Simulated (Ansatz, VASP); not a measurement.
## Two plane-wave programs on Al

The input INCAR:

```
PREC = Accurate
ENCUT = 520
EDIFF = 1E-8
ISMEAR = -1
SIGMA = 0.05
LREAL = F
LASPH = T
NELM = 80
ALGO = Normal
ISIF = 2
LWAVE = F
LCHARG = F
GGA = PE
LEFG = T
NBANDS = 8
```

Contents of KPOINTS:

```
regular mesh
0
Gamma
  14 14 14
```

The input POSCAR:

```
Al
1.0
    0.0000000000      2.0846994000      2.0239800000
    2.0846994000      0.0000000000      2.0239800000
    2.0846994000      2.0846994000      0.0000000000
Al
1
Direct
    0.0000000000      0.0000000000      0.0000000000
```

Input for Ansatz:

```yaml
crystal:
  lattice:
    - [0.0, 2.0846994, 2.02398]
    - [2.0846994, 0.0, 2.02398]
    - [2.0846994, 2.0846994, 0.0]
  atoms:
    - { symbol: Al, position: [0.0, 0.0, 0.0] }
kpoints:
  mp_grid: { grid: [14, 14, 14] }
scf:
  occupations: { method: fermi_dirac, width: 0.05 }
hamiltonian:
  xc: pbe
  pseudopotentials: { kind: paw }
output:
  forces: true
  stress: true
  eigenvalues: true
  efg: { contact_densities: true }
  write_density: true
  write_potential: true
  elf: true
  volumetric_format: npy
```

Change from the starting cell: equal xx and yy strain of +3 %, PAW files.

Alike in both runs: task electric field gradients; functional PBE; k mesh 14 × 14 × 14; occupations fermi-dirac, width 0.05 eV; no spin polarisation.

```csv
,VASP,Ansatz
version,VASP 6.6.1,Ansatz 0.2.0
potentials or method,"VASP PAW PBE potentials, release 64 (Al)","PAW with Ansatz's default frozen-core files, scalar-relativistic"
plane-wave cutoff (eV),520,420
valence electrons in the cell,3,3
```

VASP gave:

* pressure (GPa): -4.3
* traceless stress, the component that is largest in VASP (GPa): 0.21
* size of Vzz on the site where it differs most (V/Å²): 1.1

Which values does Ansatz return?

Pressure (GPa): -4.3; traceless stress, the component that is largest in VASP (GPa): 0.21; size of Vzz on the site where it differs most (V/Å²): 1.0.
